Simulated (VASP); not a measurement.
The system is InSe.

```
In Se
1.0
     4.04733    0.00000    0.00000
    -2.02366    3.50509    0.00000
     0.00000    0.00000   18.05206
In Se
4 4
Direct
  0.33333 0.66667 0.07739
  0.33333 0.66667 0.92261
  0.00000 0.00000 0.42261
  0.00000 0.00000 0.57739
  0.33333 0.66667 0.35298
  0.33333 0.66667 0.64702
  0.66667 0.33333 0.14700
  0.66667 0.33333 0.85300
```

Base run:

| Property | Result |
| --- | --- |
| Program | VASP 6.6.1 |
| Functional | PBEsol |
| Potentials or basis | VASP PAW PBE potentials, release 64 (In_d, Se) |
| Cutoff | 520 eV |
| k mesh | 6 × 6 × 2 |
| Occupations | fermi-dirac, width 0.05 eV |
| Spin | no spin polarisation |

Its results: band gap on the k mesh 0.63 eV; pressure -0.7 GPa; largest force 0.079 eV/Å.

Question: The run is repeated on the same cell with these changes: functional from PBEsol to BLYP. What comes out?

Answer: Band gap on the k mesh 0.67 eV; pressure 4.0 GPa; largest force 0.473 eV/Å.

BLYP binds less tightly than PBEsol, so the same cell stands under more pressure.

Caveats: the PAW data sets were made with another functional, which shifts forces and pressure a little; spin-orbit coupling is left out, which moves the levels of the heavy elements; this functional lacks dispersion, which binds the layers, so the pressure and a relaxed spacing across them are unreliable; the cell stands under pressure (at least some runs).

A k mesh can miss the band edges.
